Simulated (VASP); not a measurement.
Set up this calculation in VASP 6.6.1, as the native input.

```yaml
Task: single point
Functional: PBEsol
Potentials_or_basis: VASP PAW PBE potentials, release 64 (W_sv, S)
Cutoff: 520 eV
k_mesh: 10 × 10 × 10
Occupations: fermi-dirac, width 0.05 eV
Spin: no spin polarisation
Dipole_correction: no
Further_INCAR_settings: ALGO = Normal; EDIFF = 1e-06; NBANDS = 20
```

The structure of WS2 (Tungstenite) lies in POSCAR:

```
WS2
1.0
    1.5575018628      0.8992241198      5.8156247840
   -1.5575018628      0.8992241198      5.8156247840
    0.0000000000     -1.7984482395      5.8156247840
W S
1 2
Direct
   -0.0006346316     -0.0006346316     -0.0006346316
    0.5760390172      0.5760390172      0.5760390172
    0.7558956144      0.7558956144      0.7558956144
```

One way to write it, as run:

INCAR

```
SYSTEM = WS2
PREC = Accurate
ENCUT = 520
EDIFF = 1E-6
ISMEAR = -1
SIGMA = 0.05
LREAL = .False.
LASPH = .True.
NELM = 60
ALGO = Normal
ISIF = 2
LWAVE = .False.
LCHARG = .False.
GGA = PS
NBANDS = 20
```

KPOINTS

```
regular mesh
0
Gamma
  10 10 10
  0 0 0
```

Potentials or basis: VASP PAW PBE potentials, release 64 (W_sv, S).

Command:

```bash
$ cat potpaw_PBE.64/W_sv/POTCAR potpaw_PBE.64/S/POTCAR > POTCAR
$ mpirun -np 1 vasp_std > vasp.out
```

Results of the run:

```json
{"Pressure": "5.1 GPa", "Largest force": "0.018 eV/Å", "Band gap on the k mesh": "0.69 eV, indirect (least direct gap 2.10 eV)"}
```

Caveat: the PAW data sets were made with another functional, which shifts forces and pressure a little; spin-orbit coupling is left out, which moves the levels of the heavy elements.

Wall time 2.5 min on 1 thread of Intel(R) Xeon(R) 6975P-C (Granite Rapids), on a shared host, peak memory 0.37 GiB.
